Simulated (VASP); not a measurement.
Wanted: the native input for a VASP 6.6.1 run.

```yaml
Task: single point
Functional: PBEsol
Potentials_or_basis: VASP PAW PBE potentials, release 64 (Al, Ru_pv)
Cutoff: 520 eV
k_mesh: 20 × 20 × 20
Occupations: gaussian, width 0.15 eV
Spin: collinear spin, ferromagnetic start
Starting_moments: "[0.0, 0.0, 0.188] μB"
Fixed_moment: 0.1875 μB
Dipole_correction: no
Further_INCAR_settings: ALGO = Normal; EDIFF = 1e-06; NBANDS = 21
```

The structure of Al2Ru lies in POSCAR:

```
Al2Ru
1.0
   -1.4179163248      1.4179163248      3.8259392533
    1.4179163248     -1.4179163248      3.8259392533
    1.4179163248      1.4179163248     -3.8259392533
Al Ru
2 1
Direct
    0.6590805105      0.6590805105      0.0000000000
    0.3409194895      0.3409194895      0.0000000000
    0.0000000000      0.0000000000      0.0000000000
```

These files were run (other wordings do the same):

INCAR

```
  PREC = Accurate
  ENCUT = 520
  EDIFF = 1E-6
  ISMEAR = 0
  SIGMA = 0.15
  LREAL = False
  LASPH = True
  NELM = 150
  ALGO = Normal
  ISIF = 2
  LWAVE = False
  LCHARG = True
  ISPIN = 2
  MAGMOM = 0 0 0.188
  LORBIT = 11
  NUPDOWN = 0.1875
  LMAXMIX = 4
  GGA = PS
  LELF = True
  LVHAR = True
  NBANDS = 21
```

KPOINTS

```
regular mesh
0
Gamma
  20 20 20
```

Potentials or basis: VASP PAW PBE potentials, release 64 (Al, Ru_pv).

Launch:

```bash
$ cat potpaw_PBE.64/Al/POTCAR potpaw_PBE.64/Ru_pv/POTCAR > POTCAR
$ mpirun -np 1 vasp_std > vasp.out
```

It gave:

```yaml
Pressure: 97.7 GPa
Largest_force: 1.379 eV/Å
Net_moment: 0.19 μB per cell
Site_moments: Al +0.02; Ru +0.08 μB
Valence_electrons_inside_the_program's_atomic_spheres: Al 1.02; Ru 13.48
```

Caveat: the cell stands under pressure; the PAW data sets were made with another functional, which shifts forces and pressure a little; the total moment is fixed, so each spin has its own Fermi level and the state may be an excited one.

Run time: 24 min on 1 thread of Oxide Virtual Turin-like Processor, on a shared host, peak memory 0.65 GiB.
